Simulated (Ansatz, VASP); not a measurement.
**Hf2N in VASP and in Ansatz**

```
CELL_PARAMETERS angstrom
5.32764 0.00000 0.00000
0.00000 5.32764 0.00000
0.00000 0.00000 3.24924
ATOMIC_POSITIONS crystal
Hf 0.29627 0.29627 0.00000
Hf 0.70373 0.70373 0.00000
Hf 0.79627 0.20373 0.50000
Hf 0.20373 0.79627 0.50000
N 0.00000 0.00000 0.00000
N 0.50000 0.50000 0.50000
```

Alike in both runs: functional r2SCAN; k mesh 4 × 4 × 8; occupations gaussian, width 0.1 eV; no spin polarisation.

Ansatz relaxed the structure, and its values are those at the end. VASP's run is a single point on that final structure, the one shown.

|  | VASP | Ansatz |
| --- | --- | --- |
| version | VASP 6.6.1 | Ansatz 0.2.0 |
| potentials or method | VASP PAW PBE potentials, release 64 (Hf_pv, N), cutoff 520 eV | scalar-relativistic, plane waves, PAW |
| valence electrons in the cell | 50 | 114 |

Ansatz gave:

```
gap on the k mesh at the Fermi level (eV) : none
pressure (GPa)                            : 0.0
rms of the force components (eV/Å)        : 0.000
```

Question: What did VASP give for the same quantities?

Answer: gap on the k mesh at the Fermi level (eV): none; pressure (GPa): -1.5; rms of the force components (eV/Å): 0.008.

VASP's potentials were made for PBE, not for r2SCAN. A gap of «none» marks a metal or a gap that the smearing closes. The functional is the same, so the differences come from potentials, cutoffs and numerics. VASP's potentials hold 50 valence electrons a cell and Ansatz's 114, so a difference there can come from the potentials and not from the codes.

Spin-orbit coupling is off throughout.
